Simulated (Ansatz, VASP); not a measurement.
# SnPt3 in VASP and in Ansatz

```
Sn Pt
1.0
     3.98038    0.00000    0.00000
     0.00000    3.98038    0.00000
     0.00000    0.00000    3.98038
Sn Pt
1 3
Direct
  0.00000 0.00000 0.00000
  0.00000 0.50000 0.50000
  0.50000 0.00000 0.50000
  0.50000 0.50000 0.00000
```

Alike in both runs: task electric field gradients; functional LDA; k mesh 10 × 10 × 10; occupations fermi-dirac, width 0.15 eV; no spin polarisation.

|  | VASP | Ansatz |
| --- | --- | --- |
| version | VASP 6.6.1 | Ansatz 0.2.0 |
| potentials or method | VASP PAW LDA potentials, release 64 (Sn_d, Pt), cutoff 520 eV | scalar-relativistic, plane waves, PAW |
| valence electrons in the cell | 44 | 68 |

VASP gave:

```
gap on the k mesh at the Fermi level (eV)            : none
pressure (GPa)                                       : 0.8
size of Vzz on the site where it differs most (V/Å²) : 145.6
```

Task: What did Ansatz give for the same quantities?

Result: gap on the k mesh at the Fermi level (eV): none; pressure (GPa): 0.0; size of Vzz on the site where it differs most (V/Å²): 158.1.

LDA's correlation is that of Perdew and Zunger in VASP and of Perdew and Wang (1992) in Ansatz. A gap of «none» marks a metal or a gap that the smearing closes. VASP's potentials hold 44 valence electrons a cell and Ansatz's 68, so a difference there can come from the potentials and not from the codes.

Spin-orbit coupling is off throughout.
